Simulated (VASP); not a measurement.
# Na (I4/mmm) in VASP: further runs

Runs on Na. Level: PBE. Tasks: single point.

Program: VASP 6.6.1. These are calculated values, not measurements. Logs are shortened: lines on timing, memory, paths and dates and some standing lists are left out, and cuts for length are marked.

## (1) The cell of the first run

It takes space group I4/mmm (No. 139, tetragonal). Conventional cell: a = 4.235 Å, b = 4.235 Å, c = 4.362 Å, α = 90.00°, β = 90.00°, γ = 90.00°. Na (site symmetry 4/mmm) has 14 Na at 3.70 to 4.36 Å within 4.9 Å.

## (2) Single point, PBE (zz strain of +3 %)

Input file INCAR:

```
  PREC = Accurate
  ENCUT = 520
  EDIFF = 1E-6
  ISMEAR = -1
  SIGMA = 0.05
  LREAL = False
  LASPH = True
  NELM = 80
  ALGO = Normal
  ISIF = 2
  LWAVE = False
  LCHARG = False
  GGA = PE
  NBANDS = 10
```

Input file KPOINTS:

```
Automatic mesh
0
Gamma
  12 12 12
```

Input file POSCAR:

```
Na
1.0
   -2.1175000000      2.1175000000      2.1810250000
    2.1175000000     -2.1175000000      2.1810250000
    2.1175000000      2.1175000000     -2.1810250000
Na
1
Direct
    0.0000000000      0.0000000000      0.0000000000
```

Potentials or basis: VASP PAW PBE potentials, release 64 (Na_pv).

On the command line:

```console
cat potpaw_PBE.64/Na_pv/POTCAR > POTCAR
mpirun -np 1 vasp_std > vasp.out
```

OUTCAR:

```text
PREC = Accurate
   ENCUT = 520
   EDIFF = 1E-6
   ISMEAR = -1
   LREAL = False
   LASPH = True
   NELM = 80
   ISIF = 2
   GGA = PE

 ion  position               nearest neighbor table
   1  0.000  0.000  0.000-

  LATTYP: Found a body centered tetragonal cell.
 ALAT       =     4.2350000000
 C/A-ratio  =     1.0300000000

  Lattice vectors:

 A1 = (  -2.1175000000,   2.1175000000,   2.1810250000)
 A2 = (   2.1175000000,  -2.1175000000,   2.1810250000)
 A3 = (   2.1175000000,   2.1175000000,  -2.1810250000)

Analysis of symmetry for initial positions (statically):
=====================================================================
 Subroutine PRICEL returns:
 Original cell was already a primitive cell.

 Routine SETGRP: Setting up the symmetry group for a
 body centered tetragonal supercell.

 Subroutine GETGRP returns: Found 16 space group operations
 (whereof 16 operations were pure point group operations)
 out of a pool of 16 trial point group operations.

The static configuration has the point symmetry D_4h.

Analysis of symmetry for dynamics (positions and initial velocities):
=====================================================================
 Subroutine PRICEL returns:
 Original cell was already a primitive cell.

 Routine SETGRP: Setting up the symmetry group for a
 body centered tetragonal supercell.

 Subroutine GETGRP returns: Found 16 space group operations
 (whereof 16 operations were pure point group operations)
 out of a pool of 16 trial point group operations.

The dynamic configuration has the point symmetry D_4h.

 Subroutine INISYM returns: Found 16 space group operations
 (whereof 16 operations are pure point group operations),
 and found     1 'primitive' translations

----------------------------------------------------------------------------------------

                                     Primitive cell

  volume of cell :      39.1172

  direct lattice vectors                    reciprocal lattice vectors
    -2.117500000  2.117500000  2.181025000     0.000000000  0.236127509  0.229250009
     2.117500000 -2.117500000  2.181025000     0.236127509  0.000000000  0.229250009
     2.117500000  2.117500000 -2.181025000     0.236127509  0.236127509  0.000000000

  length of vectors
     3.704656874  3.704656874  3.704656874     0.329107531  0.329107531  0.333934725
[... 74 lines left out ...]
   LNONCOLLINEAR =      F non collinear calculations
   LSORBIT =      F    spin-orbit coupling
   LASPH  =      T    aspherical Exc in radial PAW
   ENCUT  =  520.0 eV  38.22 Ry    6.18 a.u.   6.89  6.89  6.89*2*pi/ulx,y,z
   NELM   =     80;   NELMIN=  2; NELMDL= -5     # of ELM steps
   EDIFF  = 0.1E-05   stopping-criterion for ELM
   LREAL  =      F    real-space projection
   EDIFFG = 0.1E-04   stopping-criterion for IOM
   NSW    =      0    number of steps for IOM
   IBRION =     -1    ionic relax: 0-MD 1-quasi-New 2-CG
   NFREE  =      0    steps in history (QN), initial steepest desc. (CG)
   ISIF   =      2    stress and relaxation
   ISYM   =      2    0-nonsym 1-usesym 2-fastsym
   POTIM  = 0.5000    time-step for ionic-motion
   TEBEG  =    0.0;   TEEND  =   0.0 temperature during run
   PSTRESS=    0.0 pullay stress
   NELECT =       7.0000    total number of electrons
   NUPDOWN=      -1.0000    fix difference up-down
   EMIN   =  10.00;   EMAX   =-10.00  energy-range for DOS
   EFERMI =   0.00;   METHOD = LEGACY
   ISMEAR =    -1;   SIGMA  =   0.05  broadening in eV -4-tet -1-fermi 0-gaus
   EFERMI_NEDOS =   21; number of points for ismear=-14 and -15
   IALGO  =     38    algorithm
   IMIX   =      4    mixing-type and parameters
     AMIX     =   0.40;   BMIX     =  1.00
     AMIX_MAG =   1.60;   BMIX_MAG =  1.00
  volume/ion in A,a.u.               =      39.12       263.98
  Fermi-wavevector in a.u.,A,eV,Ry     =   0.922540  1.743347 11.579637  0.851079
  Thomas-Fermi vector in A             =   2.048078
   LORBIT       =      0    0 simple, 1 ext, 2 COOP (PROOUT), +10 PAW based schemes
   GGA     = PE    functional components
   LHFCALC =     F    Hartree Fock is set to
   AEXX    =    0.0000 exact exchange contribution
   IVDW    =     0    specifies the selected vdW correction
   LEPSILON=     F    determine dielectric tensor
   LRPA    =     F    only Hartree local field effects (RPA)
 non-spin polarized calculation
  energy-cutoff  :      520.00
  volume of cell :       39.12
 maximum number of plane-waves:      1072
   NGX = 13   NGY = 13   NGZ = 13

 number of electron       7.0000006 magnetization

 Free energy of the ion-electron system (eV)
  ---------------------------------------------------
  ext. energy  EPLUGINS =         0.00000000
  ---------------------------------------------------
  free energy    TOTEN  =        -1.30877512 eV

  energy without entropy =       -1.30357570  energy(sigma->0) =       -1.30617541

 E-fermi :   0.1506     XC(G=0):  -6.3642

 val. band max:        0.1375911848   @ k =   0.5000   0.2500   0.0000
 cond. band min:       0.1527268792   @ k =   0.5000   0.3333   0.0833
 fundamental gap:      0.0151356944
 Fermi energy:         0.1505697772

 k-point     1 :       0.0000    0.0000    0.0000
  band No.  band energies     occupation
      1     -24.7662      2.00000
      2     -24.7662      2.00000
      3     -24.7660      2.00000
      4      -2.9878      2.00000
      5      11.4308      0.00000
      6      11.4308      0.00000
      7      11.8583      0.00000
      8      12.3320      0.00000
      9      12.7523      0.00000
     10      12.9052      0.00000
[... 287 lines left out ...]
 k-point    24 :      -0.4167    0.1667    0.0000
  band No.  band energies     occupation
      1     -24.7885      2.00000
      2     -24.7747      2.00000
      3     -24.7683      2.00000
      4      -0.7777      2.00000
      5       4.3654      0.00000
      6       6.0303      0.00000
      7       8.5652      0.00000
      8      11.1474      0.00000
      9      12.1406      0.00000
     10      13.9054      0.00000

 [... further k-points ...]
[... 5 lines left out ...]
  --------------------------------------------------------------------------------------
  -------------------------------------------------------------------------------------
  Total       -0.1046507     -0.1046507     -0.0934040      0.0000000     -0.0000000      0.0000000
  in kB       -4.2863250     -4.2863250     -3.8256787      0.0000000     -0.0000000      0.0000000
  external PRESSURE =      -4.1327763 kB  Pullay stress =       0.0000000 kB

 VOLUME and BASIS-vectors are now :
 -----------------------------------------------------------------------------
  energy-cutoff  :      520.00
  volume of cell :       39.12
      direct lattice vectors                 reciprocal lattice vectors
    -2.117500000  2.117500000  2.181025000     0.000000000  0.236127509  0.229250009
     2.117500000 -2.117500000  2.181025000     0.236127509  0.000000000  0.229250009
     2.117500000  2.117500000 -2.181025000     0.236127509  0.236127509  0.000000000

 POSITION                                       TOTAL-FORCE (eV/Angst)
 -----------------------------------------------------------------------------------
      0.00000      0.00000      0.00000         0.000000      0.000000      0.000000
 -----------------------------------------------------------------------------------
    total drift:                               -0.000000     -0.000000     -0.000000

  FREE ENERGIE OF THE ION-ELECTRON SYSTEM (eV)
  ---------------------------------------------------
  free  energy   TOTEN  =        -1.3087751219 eV

  energy  without entropy=       -1.3035757018  energy(sigma->0) =       -1.30617541
```

Wall time 22 s (1 thread of Intel Xeon Platinum 8375C at 2.90GHz (Ice Lake), shared host); peak memory 0.18 GiB.

Results:

* Free energy: -1.3088 eV
* Pressure: -0.4 GPa

Caveat: the cell differs from its parent crystal (zz strain of +3 %).

## (3) Single point, PBE (equal xx and yy strain of +2 %)

Input file INCAR:

```
ALGO = Normal
EDIFF = 1E-6
ENCUT = 520
GGA = PE
ISIF = 2
ISMEAR = -1
LASPH = True
LCHARG = False
LREAL = False
LWAVE = False
NBANDS = 10
NELM = 80
PREC = Accurate
SIGMA = 0.05
```

Input file KPOINTS:

```
k-points
0
Gamma
  12 12 12
```

Input file POSCAR:

```
Na
1.0
   -2.1598500000      2.1598500000      2.1175000000
    2.1598500000     -2.1598500000      2.1175000000
    2.1598500000      2.1598500000     -2.1175000000
Na
1
Direct
    0.0000000000      0.0000000000      0.0000000000
```

Potentials or basis: VASP PAW PBE potentials, release 64 (Na_pv).

On the command line:

```console
cat potpaw_PBE.64/Na_pv/POTCAR > POTCAR
mpirun -np 1 vasp_std > vasp.out
```

It took 27 s on 1 thread of Intel Xeon Platinum 8375C at 2.90GHz (Ice Lake), shared host; peak memory 0.18 GiB.

It converged, with:

```yaml
Free_energy: -1.3077 eV
Pressure: -0.5 GPa
```

Levels at points of the mesh, in eV from the Fermi level:
| k point | band 2 | band 3 | band 4 | band 5 | band 6 | band 7 |
| --- | --- | --- | --- | --- | --- | --- |
| (0.00, 0.00, 0.00) | -24.92 | -24.92 | -3.11 | 11.17 | 11.46 | 11.46 |
| (0.50, 0.00, 0.00) | -24.93 | -24.92 | 0.80 | 1.21 | 7.90 | 8.68 |
| (0.50, 0.50, 0.00) | -24.93 | -24.92 | 0.73 | 1.12 | 8.14 | 8.93 |
| (0.50, 0.50, 0.50) | -24.94 | -24.94 | 4.37 | 4.52 | 4.61 | 4.61 |

Caveat: the cell differs from its parent crystal (equal xx and yy strain of +2 %).
